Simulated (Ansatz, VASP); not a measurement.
One calculation of Te2Mo, two programs

POSCAR

```
Te2Mo
1.0
    3.5872018318      0.0000000000      0.0000000000
   -1.7936009159      3.1066079149      0.0000000000
    0.0000000000      0.0000000000     14.2476617354
Te Mo
4 2
Direct
    0.6666666667      0.3333333333      0.3790000000
    0.3333333333      0.6666666667      0.8790000000
    0.6666666667      0.3333333333      0.1210000000
    0.3333333333      0.6666666667      0.6210000000
    0.6666666667      0.3333333333      0.7500000000
    0.3333333333      0.6666666667      0.2500000000
```

Contents of INCAR.step1:

```
  PREC = Accurate
  ENCUT = 520
  ISMEAR = -1
  SIGMA = 0.05
  LREAL = False
  LASPH = True
  NELM = 80
  NBANDS = 35
  GGA = PE
  ALGO = Normal
  EDIFF = 1E-4
  LWAVE = True
  LCHARG = False
```

INCAR.step2

```
  PREC = Accurate
  ENCUT = 520
  EDIFF = 1E-7
  ISMEAR = -1
  SIGMA = 0.05
  LREAL = False
  LASPH = True
  NELM = 80
  ALGO = Normal
  ISIF = 2
  LWAVE = False
  LCHARG = False
  METAGGA = R2SCAN
  LMIXTAU = True
  LUSE_VDW = True
  IVDW_NL = 2
  BPARAM = 11.95
  CPARAM = 0.0093
  NBANDS = 35
  ISTART = 1
```

KPOINTS

```
regular mesh
0
Gamma
  9 9 2
```

input.yaml

```yaml
crystal:
  lattice:
    - [3.5872018318, 0.0, 0.0]
    - [-1.7936009159, 3.1066079149, 0.0]
    - [0.0, 0.0, 14.2476617354]
  atoms:
    - { symbol: Te, position: [0.6666666667, 0.3333333333, 0.379] }
    - { symbol: Te, position: [0.3333333333, 0.6666666667, 0.879] }
    - { symbol: Te, position: [0.6666666667, 0.3333333333, 0.121] }
    - { symbol: Te, position: [0.3333333333, 0.6666666667, 0.621] }
    - { symbol: Mo, position: [0.6666666667, 0.3333333333, 0.75] }
    - { symbol: Mo, position: [0.3333333333, 0.6666666667, 0.25] }
hamiltonian:
  xc: r2scan
  pseudopotentials: { kind: paw }
  dispersion: rvv10
kpoints:
  mp_grid: { grid: [9, 9, 2] }
scf:
  occupations: { method: fermi_dirac, width: 0.05 }
output:
  forces: true
  stress: true
  eigenvalues: true
```

Alike in both runs: task single point; functional r2SCAN; dispersion rVV10; k mesh 9 × 9 × 2; occupations fermi-dirac, width 0.05 eV; no spin polarisation.

|  | VASP | Ansatz |
| --- | --- | --- |
| version | VASP 6.6.1 | Ansatz 0.2.0 |
| potentials or method | VASP PAW PBE potentials, release 64 (Te, Mo_sv) | Ansatz PAW |
| plane-wave cutoff (eV) | 520 | 500 |
| valence electrons in the cell | 52 | 92 |

VASP gave:

| Item | Value |
| --- | --- |
| gap on the k mesh at the Fermi level (eV) | 0.89 |
| least direct gap on the mesh (eV) | 1.04 |
| pressure (GPa) | -4.1 |
| traceless stress, the component that is largest in VASP (GPa) | -1.20 |
| rms of the force components (eV/Å) | 0.351 |

Task: What did Ansatz give for the same quantities?

Result: gap on the k mesh at the Fermi level (eV): 0.90; least direct gap on the mesh (eV): 1.04; pressure (GPa): -4.5; traceless stress, the component that is largest in VASP (GPa): -1.25; rms of the force components (eV/Å): 0.371.

VASP's potentials were made for PBE, not for r2SCAN. Atom by atom the forces differ by 0.020 eV/Å (rms over components). VASP's potentials hold 52 valence electrons a cell and Ansatz's 92, so a difference there can come from the potentials and not from the codes.

Spin-orbit coupling is off throughout. Noted on Ansatz's run: odd divisions of the mesh miss points on the zone boundary, where band edges often lie, so the gap on the mesh can be too wide.
